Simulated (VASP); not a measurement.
## SiO2: single point with HSE06

SiO2:

```
Si O
1.0
     0.00000    2.26417    2.19624
     2.26417    0.00000    2.19624
     2.26417    2.26417    0.00000
Si O
1 2
Direct
  0.00000 0.00000 0.00000
  0.25000 0.25000 0.25000
  0.75000 0.75000 0.75000
```

This cell differs from its parent crystal: uniaxial z strain -3.0%.

* Program: VASP 6.6.1
* Task: single point
* Functional: HSE06
* Potentials or basis: VASP PAW PBE potentials, release 64 (Si, O)
* Cutoff: 520 eV
* k mesh: 6 × 6 × 6
* Occupations: gaussian, width 0.01 eV
* Spin: no spin polarisation
* Dipole correction: no
* Grid for exact exchange (PRECFOCK): Normal
* Further INCAR settings: ALGO = Normal; EDIFF = 1e-06; NBANDS = 15
* Share of exact exchange: 0.25
* Screening parameter: 0.2079 1/Å

```yaml
Pressure: 6.4 GPa
Band_gap_on_the_k_mesh: 2.94 eV
```

Stress tensor (GPa, compression positive):
```
-5.73  0.00  0.00
 0.00 -5.73  0.00
 0.00  0.00 30.63
```

Levels at points of the mesh, in eV from the valence-band top:
```tsv
k point	band 5	band 6	band 7	band 8	band 9	band 10	band 11	band 12
(0.00, 0.00, 0.00)	-6.70	-3.07	-3.07	-2.30	3.89	7.28	7.51	7.51
(0.50, 0.00, 0.00)	-6.10	-5.78	-5.41	-5.24	7.97	11.48	12.19	12.28
(0.50, 0.50, 0.00)	-9.49	-1.51	-1.51	0.00	2.94	9.88	13.40	15.39
(0.50, 0.00, 0.50)	-9.20	-1.69	-1.02	-0.42	3.51	10.30	13.22	15.07
```

Run time: 26 min on 1 thread of Intel(R) Xeon(R) Platinum 8375C CPU @ 2.90GHz (Ice Lake) (shared host), peak memory 0.25 GiB.

Caveat: the cell differs from its parent crystal (uniaxial z strain -3.0%); the cell stands under pressure; the PAW data sets were made with another functional, which shifts forces and pressure a little. A k mesh can miss the band edges.
